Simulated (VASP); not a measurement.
Write the native input for VASP 6.6.1 that does the following.

```
Task                   : single point
Functional             : PBE
Potentials or basis    : VASP PAW PBE potentials, release 64 (Cd_sv_GW, F)
Cutoff                 : 700 eV
k mesh                 : 8 × 8 × 8
Occupations            : fermi-dirac, width 0.02 eV
Spin                   : no spin polarisation
Dipole correction      : no
Further INCAR settings : ALGO = Normal; EDIFF = 1e-06; NBANDS = 24
```

The structure of CdF2 lies in POSCAR:

```
CdF2
1.0
    0.0000000000      2.6941776812      2.6941776812
    2.5516556819      0.0000000000      2.6941776812
    2.5516556819      2.6941776812      0.0000000000
Cd F
1 2
Direct
    0.0000000000      0.0000000000      0.0000000000
    0.2500000000      0.2500000000      0.2500000000
    0.7500000000      0.7500000000      0.7500000000
```

This cell differs from its parent crystal: uniaxial x strain -5.3%.

One way to write it, as run:

INCAR

```
ALGO     = Normal         # electronic algorithm
EDIFF    = 1E-6           # SCF threshold, eV
ENCUT    = 700            # plane-wave cutoff, eV
GGA      = PE             # functional
GGA_COMPAT= F            
ISIF     = 2              # what is computed and relaxed
ISMEAR   = -1             # smearing method
LASPH    = T              # aspherical terms in the spheres
LCHARG   = T              # write CHGCAR
LELF     = T              # ELF
LREAL    = F              # projectors in reciprocal space
LVHAR    = T            
LWAVE    = F              # write WAVECAR
NBANDS   = 24             # bands
NELM     = 120            # most SCF steps
PREC     = Accurate       # precision mode
SIGMA    = 0.02           # smearing width, eV
```

KPOINTS

```
k-points
0
Gamma
  8 8 8
```

Potentials or basis: VASP PAW PBE potentials, release 64 (Cd_sv_GW, F).

Command:

```console
$ cat potpaw_PBE.64/Cd_sv_GW/POTCAR potpaw_PBE.64/F/POTCAR > POTCAR
$ mpirun -np 1 vasp_std > vasp.out
```

It gave:

The pressure is 12.3 GPa. The band gap on the k mesh is 3.20 eV (least direct gap 3.63 eV).

Caveat: the cell differs from its parent crystal (uniaxial x strain -5.3%); the stress differs along the axes, from 10 to 16 GPa.

It took 73 s on 1 thread of Intel(R) Xeon(R) Platinum 8259CL CPU @ 2.50GHz (Skylake/Cascade Lake) (shared host), peak memory 0.25 GiB.
